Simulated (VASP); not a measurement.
# ZnC (Pm-3m) in VASP: relaxation of cell and atoms with PBE

Aim: the relaxation of cell and atoms of ZnC with PBE.

Program: VASP 6.6.1. These are calculated values, not measurements. Logs are shortened: lines on timing, memory, paths and dates and some standing lists are left out, and cuts for length are marked.

## 1. The cell of the first run

It takes space group Pm-3m (No. 221, cubic). The conventional cell has a = 2.759 Å, b = 2.759 Å, c = 2.759 Å, α = 90.00°, β = 90.00°, γ = 90.00°. Within 3.2 Å of Zn (site symmetry m-3m) lie 8 C at 2.39 Å and 6 Zn at 2.76 Å. C (site symmetry m-3m) has 8 Zn at 2.39 Å and 6 C at 2.76 Å within 3.2 Å.

## 2. Relaxation of cell and atoms, PBE

The input, INCAR:

```
ALGO = Normal
EDIFF = 1E-6
EDIFFG = -0.01
ENCUT = 600
GGA = PE
IBRION = 2
ISIF = 3
ISMEAR = 0
LASPH = True
LCHARG = False
LREAL = False
LWAVE = False
NELM = 60
NSW = 100
PREC = Accurate
SIGMA = 0.1
```

The input, KPOINTS:

```
k-points
0
Gamma
  20 20 20
```

The input, POSCAR:

```
ZnC
1.0
    2.7589787898      0.0000000000      0.0000000000
    0.0000000000      2.7589787898      0.0000000000
    0.0000000000      0.0000000000      2.7589787898
Zn C
1 1
Direct
    0.0000000000      0.0000000000      0.0000000000
    0.5000000000      0.5000000000      0.5000000000
```

Potentials or basis: VASP PAW PBE potentials, release 64 (Zn, C).

Launch:

```
> cat potpaw_PBE.64/Zn/POTCAR potpaw_PBE.64/C/POTCAR > POTCAR
> mpirun -np 1 vasp_std > vasp.out
```

OUTCAR:

```text
EDIFF = 1E-6
   EDIFFG = -0.01
   ENCUT = 600
   GGA = PE
   IBRION = 2
   ISIF = 3
   ISMEAR = 0
   LASPH = True
   LREAL = False
   NELM = 60
   NSW = 100
   PREC = Accurate

 ion  position               nearest neighbor table
   1  0.000  0.000  0.000-   2 2.39   2 2.39   2 2.39   2 2.39   2 2.39   2 2.39   2 2.39   2 2.39

   2  0.500  0.500  0.500-   1 2.39   1 2.39   1 2.39   1 2.39   1 2.39   1 2.39   1 2.39   1 2.39

  LATTYP: Found a simple cubic cell.
 ALAT       =     2.7589787898

  Lattice vectors:

 A1 = (   2.7589787898,   0.0000000000,   0.0000000000)
 A2 = (   0.0000000000,   2.7589787898,   0.0000000000)
 A3 = (   0.0000000000,   0.0000000000,   2.7589787898)

Analysis of symmetry for initial positions (statically):
=====================================================================
 Subroutine PRICEL returns:
 Original cell was already a primitive cell.

 Routine SETGRP: Setting up the symmetry group for a
 simple cubic supercell.

 Subroutine GETGRP returns: Found 48 space group operations
 (whereof 48 operations were pure point group operations)
 out of a pool of 48 trial point group operations.

The static configuration has the point symmetry O_h .

Analysis of symmetry for dynamics (positions and initial velocities):
=====================================================================
 Subroutine PRICEL returns:
 Original cell was already a primitive cell.

 Routine SETGRP: Setting up the symmetry group for a
 simple cubic supercell.

 Subroutine GETGRP returns: Found 48 space group operations
 (whereof 48 operations were pure point group operations)
 out of a pool of 48 trial point group operations.

The dynamic configuration has the point symmetry O_h .

 Subroutine INISYM returns: Found 48 space group operations
 (whereof 48 operations are pure point group operations),
 and found     1 'primitive' translations

----------------------------------------------------------------------------------------

                                     Primitive cell

  volume of cell :      21.0012

  direct lattice vectors                    reciprocal lattice vectors
     2.758978790  0.000000000  0.000000000     0.362452950  0.000000000  0.000000000
     0.000000000  2.758978790  0.000000000     0.000000000  0.362452950  0.000000000
     0.000000000  0.000000000  2.758978790     0.000000000  0.000000000  0.362452950

  length of vectors
     2.758978790  2.758978790  2.758978790     0.362452950  0.362452950  0.362452950

  position of ions in fractional coordinates (direct lattice)
     0.000000000  0.000000000  0.000000000
     0.500000000  0.500000000  0.500000000

  ion indices of the primitive-cell ions
   primitive index   ion index
                 1           1
                 2           2

----------------------------------------------------------------------------------------

 KPOINTS: k-points

Automatic generation of k-mesh.
 Grid dimensions read from file:
 generate k-points for:   20   20   20

 Generating k-lattice:

  Cartesian coordinates                     Fractional coordinates (reciprocal lattice)
     0.018122647  0.000000000  0.000000000     0.050000000  0.000000000  0.000000000
     0.000000000  0.018122647  0.000000000     0.000000000  0.050000000  0.000000000
     0.000000000  0.000000000  0.018122647     0.000000000  0.000000000  0.050000000

  Length of vectors
     0.018122647  0.018122647  0.018122647

  Shift w.r.t. Gamma in fractional coordinates (k-lattice)
     0.000000000  0.000000000  0.000000000

 Subroutine IBZKPT returns following result:
 ===========================================

 Found    286 irreducible k-points:

 Following reciprocal coordinates:
            Coordinates               Weight
  0.000000  0.000000  0.000000      1.000000
  0.050000  0.000000  0.000000      6.000000
  0.100000  0.000000  0.000000      6.000000
  0.150000  0.000000  0.000000      6.000000
  0.200000  0.000000  0.000000      6.000000
  0.250000  0.000000  0.000000      6.000000
[... 16 lines left out ...]
  0.150000  0.100000  0.000000     24.000000
  0.200000  0.100000  0.000000     24.000000
 [... further k-points ...]
   k-points           NKPTS =    286   k-points in BZ     NKDIM =    286   number of bands    NBANDS=     12
   number of dos      NEDOS =    301   number of ions     NIONS =      2
   total plane-waves  NPLWV =  13824
   dimension x,y,z NGX =    24 NGY =   24 NGZ =   24
   dimension x,y,z NGXF=    48 NGYF=   48 NGZF=   48
   ions per type =               1   1
   NGX,Y,Z   is equivalent  to a cutoff of  14.46, 14.46, 14.46 a.u.
   NGXF,Y,Z  is equivalent  to a cutoff of  28.92, 28.92, 28.92 a.u.
 SYSTEM =  unknown system
   PREC   = accura    normal or accurate (medium, high low for compatibility)
   ISTART =      0    job   : 0-new  1-cont  2-samecut
   ICHARG =      2    charge: 1-file 2-atom 10-const
   ISPIN  =      1    spin polarized calculation?
   LNONCOLLINEAR =      F non collinear calculations
   LSORBIT =      F    spin-orbit coupling
   LASPH  =      T    aspherical Exc in radial PAW
   ENCUT  =  600.0 eV  44.10 Ry    6.64 a.u.   5.51  5.51  5.51*2*pi/ulx,y,z
   NELM   =     60;   NELMIN=  2; NELMDL= -5     # of ELM steps
   EDIFF  = 0.1E-05   stopping-criterion for ELM
   LREAL  =      F    real-space projection
   EDIFFG = -.1E-01   stopping-criterion for IOM
   NSW    =    100    number of steps for IOM
   IBRION =      2    ionic relax: 0-MD 1-quasi-New 2-CG
   NFREE  =      1    steps in history (QN), initial steepest desc. (CG)
   ISIF   =      3    stress and relaxation
   ISYM   =      2    0-nonsym 1-usesym 2-fastsym
   POTIM  = 0.5000    time-step for ionic-motion
   TEBEG  =    0.0;   TEEND  =   0.0 temperature during run
   PSTRESS=    0.0 pullay stress
   NELECT =      16.0000    total number of electrons
   NUPDOWN=      -1.0000    fix difference up-down
   EMIN   =  10.00;   EMAX   =-10.00  energy-range for DOS
   EFERMI =   0.00;   METHOD = LEGACY
   ISMEAR =     0;   SIGMA  =   0.10  broadening in eV -4-tet -1-fermi 0-gaus
   EFERMI_NEDOS =   21; number of points for ismear=-14 and -15
   IALGO  =     38    algorithm
   IMIX   =      4    mixing-type and parameters
     AMIX     =   0.40;   BMIX     =  1.00
     AMIX_MAG =   1.60;   BMIX_MAG =  1.00
  volume/ion in A,a.u.               =      10.50        70.86
  Fermi-wavevector in a.u.,A,eV,Ry     =   1.495202  2.825522 30.417569  2.235628
  Thomas-Fermi vector in A             =   2.607377
   LORBIT       =      0    0 simple, 1 ext, 2 COOP (PROOUT), +10 PAW based schemes
   GGA     = PE    functional components
   LHFCALC =     F    Hartree Fock is set to
   AEXX    =    0.0000 exact exchange contribution
   IVDW    =     0    specifies the selected vdW correction
   LEPSILON=     F    determine dielectric tensor
   LRPA    =     F    only Hartree local field effects (RPA)
 conjugate gradient relaxation of ions
 non-spin polarized calculation
 Gauss-broadening in eV      SIGMA  =   0.10
  energy-cutoff  :      600.00
  volume of cell :       21.00
 maximum number of plane-waves:       739
 NGX is ok and might be reduce to    24
   NGX = 11   NGY = 11   NGZ = 11

 number of electron      15.9999996 magnetization

 Free energy of the ion-electron system (eV)
  ---------------------------------------------------
  ext. energy  EPLUGINS =         0.00000000
  ---------------------------------------------------
  free energy    TOTEN  =        -6.51291658 eV

  energy without entropy =       -6.50948201  energy(sigma->0) =       -6.51119930

 E-fermi :   4.7329     XC(G=0): -12.2852

 val. band max:        4.7306847537   @ k =   0.5000   0.5000   0.3000
 cond. band min:       4.7662050476   @ k =   0.1500   0.1500   0.1000
 fundamental gap:      0.0355202939
 Fermi energy:         4.7328764852

 k-point     1 :       0.0000    0.0000    0.0000
  band No.  band energies     occupation
      1      -9.6811      2.00000
      2      -3.1267      2.00000
      3      -3.1267      2.00000
      4      -2.2008      2.00000
      5      -2.2008      2.00000
      6      -2.2008      2.00000
      7       5.0355      0.00002
      8       5.0355      0.00002
      9       5.0355      0.00002
     10       8.2441      0.00000
     11      15.6326      0.00000
     12      15.6326      0.00000

 k-point     2 :       0.0500    0.0000    0.0000
  band No.  band energies     occupation
      1      -9.6387      2.00000
      2      -3.1235      2.00000
      3      -3.1195      2.00000
      4      -2.2128      2.00000
      5      -2.2128      2.00000
      6      -2.2000      2.00000
      7       4.7258      1.07948
      8       5.0742      0.00000
      9       5.0742      0.00000
     10       8.4341      0.00000
     11      15.6673      0.00000
     12      15.7238      0.00000

 k-point     3 :       0.1000    0.0000    0.0000
  band No.  band energies     occupation
      1      -9.5123      2.00000
      2      -3.1143      2.00000
      3      -3.1003      2.00000
      4      -2.2472      2.00000
      5      -2.2472      2.00000
      6      -2.1977      2.00000
      7       3.9787      2.00000
      8       5.1875      0.00000
      9       5.1875      0.00000
     10       8.8450      0.00000
     11      15.7716      0.00000
     12      15.9305      0.00000
[... 286 lines left out ...]
 k-point    23 :       0.1500    0.1000    0.0000
  band No.  band energies     occupation
      1      -9.1392      2.00000
      2      -3.0824      2.00000
      3      -3.0464      2.00000
      4      -2.3498      2.00000
      5      -2.3016      2.00000
      6      -2.2275      2.00000
      7       3.1750      2.00000
      8       4.3975      2.00000
      9       5.4971      0.00000
     10       9.8289      0.00000
     11      15.9869      0.00000
     12      16.3018      0.00000

 k-point    24 :       0.2000    0.1000    0.0000
  band No.  band energies     occupation
      1      -8.8550      2.00000
      2      -3.0689      2.00000
      3      -3.0227      2.00000
      4      -2.4128      2.00000
      5      -2.3604      2.00000
      6      -2.2233      2.00000
      7       2.2108      2.00000
      8       4.6252      1.87215
      9       5.7145      0.00000
     10      10.2239      0.00000
     11      15.8351      0.00000
     12      16.4138      0.00000

 [... further k-points ...]

------------------------ aborting loop because EDIFF is reached ----------------------------------------

  FORCE on cell =-STRESS in cart. coord.  units (eV):
  Direction    XX          YY          ZZ          XY          YZ          ZX
  --------------------------------------------------------------------------------------
  -------------------------------------------------------------------------------------
  Total        0.0040216      0.0040216      0.0040216     -0.0000000      0.0000000     -0.0000000
  in kB        0.3068100      0.3068100      0.3068100     -0.0000000      0.0000000     -0.0000000
  external PRESSURE =       0.3068100 kB  Pullay stress =       0.0000000 kB

 VOLUME and BASIS-vectors are now :
 -----------------------------------------------------------------------------
  energy-cutoff  :      600.00
  volume of cell :       21.00
      direct lattice vectors                 reciprocal lattice vectors
     2.758978790  0.000000000  0.000000000     0.362452950  0.000000000  0.000000000
     0.000000000  2.758978790  0.000000000     0.000000000  0.362452950  0.000000000
     0.000000000  0.000000000  2.758978790     0.000000000  0.000000000  0.362452950

 POSITION                                       TOTAL-FORCE (eV/Angst)
 -----------------------------------------------------------------------------------
      0.00000      0.00000      0.00000         0.000000      0.000000      0.000000
      1.37949      1.37949      1.37949         0.000000      0.000000      0.000000
 -----------------------------------------------------------------------------------
    total drift:                                0.000000      0.000000      0.000000

  FREE ENERGIE OF THE ION-ELECTRON SYSTEM (eV)
  ---------------------------------------------------
  free  energy   TOTEN  =        -6.5129165794 eV

  energy  without entropy=       -6.5094820117  energy(sigma->0) =       -6.51119930

 reached required accuracy - stopping structural energy minimisation
```

Run time: 87 s. Hardware: 1 thread of Oxide Virtual Turin-like, shared host; peak memory 0.19 GiB.

Results:

| Quantity | Value |
| --- | --- |
| Free energy | -6.5129 eV |
| Pressure after relaxing | 0.0 GPa |
| Band gap on the k mesh | zero (bands 8 and 9 overlap by 3.70 eV) |

Final structure:
```xyz
2
Lattice="2.7590 0.0000 0.0000 0.0000 2.7590 0.0000 0.0000 0.0000 2.7590" Properties=species:S:1:pos:R:3 pbc="T T T"
Zn    0.0000    0.0000    0.0000
C     1.3795    1.3795    1.3795
```

Caveat: the relaxation stopped at its first step, so nothing moved.

The gap in the log of VASP goes by the Fermi energy; the results here count the filled bands.